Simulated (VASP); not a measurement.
# SiO2 (P4_2/mnm) in VASP: a series of runs

SiO2 is run at these levels: LDA, PBEsol, PBE, r2SCAN; tasks: single point.

All numbers are computed with VASP 6.6.1; they aren't measurements. Logs are shortened: lines on timing, memory, paths and dates and some standing lists are left out, and cuts for length are marked.

## (1) The cell of the first run

The structure is tetragonal, space group P4_2/mnm (No. 136). Conventional cell: a = 4.155 Å, b = 4.155 Å, c = 2.661 Å, α = 90.00°, β = 90.00°, γ = 90.00°. Si (site symmetry mmm) has 6 O at 1.75 to 1.80 Å within 2.3 Å. Within 2.3 Å of O (site symmetry m2m) lie 3 Si at 1.75 to 1.80 Å and 1 O at 2.28 Å.

## (2) Single point, LDA

The input, INCAR:

```
SYSTEM = SiO2
PREC = Accurate
ENCUT = 520
EDIFF = 1E-6
ISMEAR = -1
SIGMA = 0.02
LREAL = .FALSE.
LASPH = .TRUE.
NELM = 60
ALGO = Normal
ISIF = 2
LWAVE = .FALSE.
LCHARG = .FALSE.
GGA = CA
NBANDS = 25
```

The input, KPOINTS:

```
regular mesh
0
G
  6 6 8
  0 0 0
```

The input, POSCAR:

```
SiO2
1.0
    4.1550127944      0.0000000000      0.0000000000
    0.0000000000      4.1550127944      0.0000000000
    0.0000000000      0.0000000000      2.6614444900
Si O
2 4
Direct
    0.0000000000      0.0000000000      0.0000000000
    0.5000000000      0.5000000000      0.5000000000
    0.3055821312      0.3055821312      0.0000000000
    0.1944178688      0.8055821312      0.5000000000
    0.6944178688      0.6944178688      0.0000000000
    0.8055821312      0.1944178688      0.5000000000
```

Potentials or basis: VASP PAW LDA potentials, release 64 (Si, O).

On the command line:

```console
cat potpaw_LDA.64/Si/POTCAR potpaw_LDA.64/O/POTCAR > POTCAR
mpirun -np 1 vasp_std > vasp.out
```

OUTCAR:

```text
SYSTEM = SiO2
   PREC = Accurate
   ENCUT = 520
   EDIFF = 1E-6
   ISMEAR = -1
   LREAL = .FALSE.
   LASPH = .TRUE.
   NELM = 60
   ISIF = 2
   GGA = CA

 ion  position               nearest neighbor table
   1  0.000  0.000  0.000-   4 1.75   6 1.75   4 1.75   6 1.75   5 1.80   3 1.80
   2  0.500  0.500  0.500-   3 1.75   5 1.75   3 1.75   5 1.75   4 1.80   6 1.80
   3  0.306  0.306  0.000-   2 1.75   2 1.75   1 1.80
   4  0.194  0.806  0.500-   1 1.75   1 1.75   2 1.80
   5  0.694  0.694  0.000-   2 1.75   2 1.75   1 1.80
   6  0.806  0.194  0.500-   1 1.75   1 1.75   2 1.80

  LATTYP: Found a simple tetragonal cell.
 ALAT       =     4.1550127944
 C/A-ratio  =     0.6405382177

  Lattice vectors:

 A1 = (   4.1550127944,   0.0000000000,   0.0000000000)
 A2 = (   0.0000000000,   4.1550127944,   0.0000000000)
 A3 = (   0.0000000000,   0.0000000000,   2.6614444900)

Analysis of symmetry for initial positions (statically):
=====================================================================
 Subroutine PRICEL returns:
 Original cell was already a primitive cell.

 Routine SETGRP: Setting up the symmetry group for a
 simple tetragonal supercell.

 Subroutine GETGRP returns: Found 16 space group operations
 (whereof  8 operations were pure point group operations)
 out of a pool of 16 trial point group operations.

The static configuration has the point symmetry D_2h.
 The point group associated with its full space group is D_4h.

Analysis of symmetry for dynamics (positions and initial velocities):
=====================================================================
 Subroutine PRICEL returns:
 Original cell was already a primitive cell.

 Routine SETGRP: Setting up the symmetry group for a
 simple tetragonal supercell.

 Subroutine GETGRP returns: Found 16 space group operations
 (whereof  8 operations were pure point group operations)
 out of a pool of 16 trial point group operations.

The dynamic configuration has the point symmetry D_2h.
 The point group associated with its full space group is D_4h.

 Subroutine INISYM returns: Found 16 space group operations
 (whereof  8 operations are pure point group operations),
 and found     1 'primitive' translations

----------------------------------------------------------------------------------------

                                     Primitive cell

  volume of cell :      45.9475

  direct lattice vectors                    reciprocal lattice vectors
     4.155012794  0.000000000  0.000000000     0.240673146  0.000000000  0.000000000
     0.000000000  4.155012794  0.000000000     0.000000000  0.240673146  0.000000000
     0.000000000  0.000000000  2.661444490     0.000000000  0.000000000  0.375735810

  length of vectors
     4.155012794  4.155012794  2.661444490     0.240673146  0.240673146  0.375735810

  position of ions in fractional coordinates (direct lattice)
     0.000000000  0.000000000  0.000000000
     0.500000000  0.500000000  0.500000000
     0.305582131  0.305582131  0.000000000
     0.194417869  0.805582131  0.500000000
     0.694417869  0.694417869  0.000000000
     0.805582131  0.194417869  0.500000000

  ion indices of the primitive-cell ions
   primitive index   ion index
                 1           1
                 2           2
                 3           3
                 4           4
                 5           5
                 6           6

----------------------------------------------------------------------------------------

 KPOINTS: regular mesh

Automatic generation of k-mesh.
 Grid dimensions read from file:
 generate k-points for:    6    6    8

 Generating k-lattice:

  Cartesian coordinates                     Fractional coordinates (reciprocal lattice)
     0.040112191  0.000000000  0.000000000     0.166666667  0.000000000  0.000000000
     0.000000000  0.040112191  0.000000000     0.000000000  0.166666667  0.000000000
     0.000000000  0.000000000  0.046966976     0.000000000  0.000000000  0.125000000

  Length of vectors
     0.040112191  0.040112191  0.046966976

  Shift w.r.t. Gamma in fractional coordinates (k-lattice)
     0.000000000  0.000000000  0.000000000

 Subroutine IBZKPT returns following result:
 ===========================================

 Found     50 irreducible k-points:

 Following reciprocal coordinates:
            Coordinates               Weight
  0.000000  0.000000  0.000000      1.000000
  0.166667  0.000000  0.000000      4.000000
  0.333333  0.000000  0.000000      4.000000
  0.500000  0.000000  0.000000      2.000000
  0.166667  0.166667  0.000000      4.000000
  0.333333  0.166667  0.000000      8.000000
[... 16 lines left out ...]
  0.333333  0.000000  0.250000      8.000000
  0.500000  0.000000  0.250000      4.000000
 [... further k-points ...]
   k-points           NKPTS =     50   k-points in BZ     NKDIM =     50   number of bands    NBANDS=     25
   number of dos      NEDOS =    301   number of ions     NIONS =      6
   total plane-waves  NPLWV =  20480
   dimension x,y,z NGX =    32 NGY =   32 NGZ =   20
   dimension x,y,z NGXF=    64 NGYF=   64 NGZF=   40
   ions per type =               2   4
   NGX,Y,Z   is equivalent  to a cutoff of  12.80, 12.80, 12.49 a.u.
   NGXF,Y,Z  is equivalent  to a cutoff of  25.61, 25.61, 24.99 a.u.
 SYSTEM =  SiO2
   PREC   = accura    normal or accurate (medium, high low for compatibility)
   ISTART =      0    job   : 0-new  1-cont  2-samecut
   ICHARG =      2    charge: 1-file 2-atom 10-const
   ISPIN  =      1    spin polarized calculation?
   LNONCOLLINEAR =      F non collinear calculations
   LSORBIT =      F    spin-orbit coupling
   LASPH  =      T    aspherical Exc in radial PAW
   ENCUT  =  520.0 eV  38.22 Ry    6.18 a.u.   7.73  7.73  4.95*2*pi/ulx,y,z
   NELM   =     60;   NELMIN=  2; NELMDL= -5     # of ELM steps
   EDIFF  = 0.1E-05   stopping-criterion for ELM
   LREAL  =      F    real-space projection
   EDIFFG = 0.1E-04   stopping-criterion for IOM
   NSW    =      0    number of steps for IOM
   IBRION =     -1    ionic relax: 0-MD 1-quasi-New 2-CG
   NFREE  =      0    steps in history (QN), initial steepest desc. (CG)
   ISIF   =      2    stress and relaxation
   ISYM   =      2    0-nonsym 1-usesym 2-fastsym
   POTIM  = 0.5000    time-step for ionic-motion
   TEBEG  =    0.0;   TEEND  =   0.0 temperature during run
   PSTRESS=    0.0 pullay stress
   NELECT =      32.0000    total number of electrons
   NUPDOWN=      -1.0000    fix difference up-down
   EMIN   =  10.00;   EMAX   =-10.00  energy-range for DOS
   EFERMI =   0.00;   METHOD = LEGACY
   ISMEAR =    -1;   SIGMA  =   0.02  broadening in eV -4-tet -1-fermi 0-gaus
   EFERMI_NEDOS =   21; number of points for ismear=-14 and -15
   IALGO  =     38    algorithm
   IMIX   =      4    mixing-type and parameters
     AMIX     =   0.40;   BMIX     =  1.00
     AMIX_MAG =   1.60;   BMIX_MAG =  1.00
  volume/ion in A,a.u.               =       7.66        51.68
  Fermi-wavevector in a.u.,A,eV,Ry     =   1.451123  2.742224 28.650561  2.105757
  Thomas-Fermi vector in A             =   2.568656
   LORBIT       =      0    0 simple, 1 ext, 2 COOP (PROOUT), +10 PAW based schemes
   GGA     = CA    functional components
   LHFCALC =     F    Hartree Fock is set to
   AEXX    =    0.0000 exact exchange contribution
   IVDW    =     0    specifies the selected vdW correction
   LEPSILON=     F    determine dielectric tensor
   LRPA    =     F    only Hartree local field effects (RPA)
 non-spin polarized calculation
  energy-cutoff  :      520.00
  volume of cell :       45.95
 maximum number of plane-waves:      1266
 NGX is ok and might be reduce to    32
   NGX = 15   NGY = 15   NGZ =  9

 number of electron      31.9999969 magnetization

 Free energy of the ion-electron system (eV)
  ---------------------------------------------------
  ext. energy  EPLUGINS =         0.00000000
  ---------------------------------------------------
  free energy    TOTEN  =       -51.96953421 eV

  energy without entropy =      -51.96953421  energy(sigma->0) =      -51.96953421

 E-fermi :   8.7556     XC(G=0): -12.8027

 val. band max:        8.2971591756   @ k =   0.0000   0.0000   0.0000
 cond. band min:      14.1144919430   @ k =   0.0000   0.0000   0.0000
 fundamental gap:      5.8173327674
 Fermi energy:         8.7555730929

 k-point     1 :       0.0000    0.0000    0.0000
  band No.  band energies     occupation
      1     -14.2642      2.00000
      2     -10.4445      2.00000
      3     -10.4445      2.00000
      4     -10.1783      2.00000
      5      -2.7300      2.00000
      6       1.7004      2.00000
[... 17 lines left out ...]
     24      22.5640      0.00000
     25      23.9287      0.00000

 k-point     2 :       0.1667    0.0000    0.0000
  band No.  band energies     occupation
      1     -14.1133      2.00000
      2     -11.1483      2.00000
      3     -10.3656      2.00000
      4      -9.8002      2.00000
      5      -2.5423      2.00000
      6       0.9487      2.00000
[... 17 lines left out ...]
     24      21.9512      0.00000
     25      23.7278      0.00000

 k-point     3 :       0.3333    0.0000    0.0000
  band No.  band energies     occupation
      1     -13.6710      2.00000
      2     -12.0901      2.00000
      3     -10.1530      2.00000
      4      -9.7061      2.00000
      5      -2.0179      2.00000
      6      -0.1892      2.00000
[... 552 lines left out ...]
 k-point    23 :       0.3333    0.0000    0.2500
  band No.  band energies     occupation
      1     -12.8935      2.00000
      2     -11.5084      2.00000
      3      -9.8733      2.00000
      4      -9.6703      2.00000
      5      -1.5016      2.00000
      6       0.2609      2.00000
[... 17 lines left out ...]
     24      20.9900      0.00000
     25      21.8710      0.00000

 k-point    24 :       0.5000    0.0000    0.2500
  band No.  band energies     occupation
      1     -12.2701      2.00000
      2     -12.2701      2.00000
      3      -9.7356      2.00000
      4      -9.7356      2.00000
      5      -0.5888      2.00000
      6      -0.5888      2.00000
[... 17 lines left out ...]
     24      20.9813      0.00000
     25      21.7993      0.00000

 [... further k-points ...]

------------------------ aborting loop because EDIFF is reached ----------------------------------------

  FORCE on cell =-STRESS in cart. coord.  units (eV):
  Direction    XX          YY          ZZ          XY          YZ          ZX
  --------------------------------------------------------------------------------------
  -------------------------------------------------------------------------------------
  Total        0.2183319      0.2183319      0.4875035     -0.0000000      0.0000000      0.0000000
  in kB        7.6131701      7.6131701     16.9991098     -0.0000000      0.0000000      0.0000000
  external PRESSURE =      10.7418167 kB  Pullay stress =       0.0000000 kB

 VOLUME and BASIS-vectors are now :
 -----------------------------------------------------------------------------
  energy-cutoff  :      520.00
  volume of cell :       45.95
      direct lattice vectors                 reciprocal lattice vectors
     4.155012794  0.000000000  0.000000000     0.240673146  0.000000000  0.000000000
     0.000000000  4.155012794  0.000000000     0.000000000  0.240673146  0.000000000
     0.000000000  0.000000000  2.661444490     0.000000000  0.000000000  0.375735810

 POSITION                                       TOTAL-FORCE (eV/Angst)
 -----------------------------------------------------------------------------------
      0.00000      0.00000      0.00000         0.000000      0.000000      0.000000
      2.07751      2.07751      1.33072         0.000000      0.000000      0.000000
      1.26970      1.26970      0.00000        -0.025405     -0.025405      0.000000
      0.80781      3.34720      1.33072         0.025405     -0.025405      0.000000
      2.88532      2.88532      0.00000         0.025405      0.025405      0.000000
      3.34720      0.80781      1.33072        -0.025405      0.025405      0.000000
 -----------------------------------------------------------------------------------
    total drift:                                0.000000      0.000000      0.000000

  FREE ENERGIE OF THE ION-ELECTRON SYSTEM (eV)
  ---------------------------------------------------
  free  energy   TOTEN  =       -51.9695342089 eV

  energy  without entropy=      -51.9695342089  energy(sigma->0) =      -51.96953421
```

Run time: 44 s. Hardware: 1 thread of Intel Xeon 8259CL, shared host; peak memory 0.16 GiB.

What came out:

```
Free energy            : -51.9695 eV
Pressure               : 1.1 GPa
Largest force          : 0.036 eV/Å
Band gap on the k mesh : 5.82 eV
```

Forces on the atoms (eV/Å):
```
Si   0.000  0.000  0.000
Si   0.000  0.000  0.000
O   -0.025 -0.025  0.000
O    0.025 -0.025  0.000
O    0.025  0.025  0.000
O   -0.025  0.025  0.000
```

A k mesh can miss the band edges. Expect the measured gap to be larger: semilocal functionals such as LDA lack the derivative discontinuity.

(Part 1 of 2 ends here.)
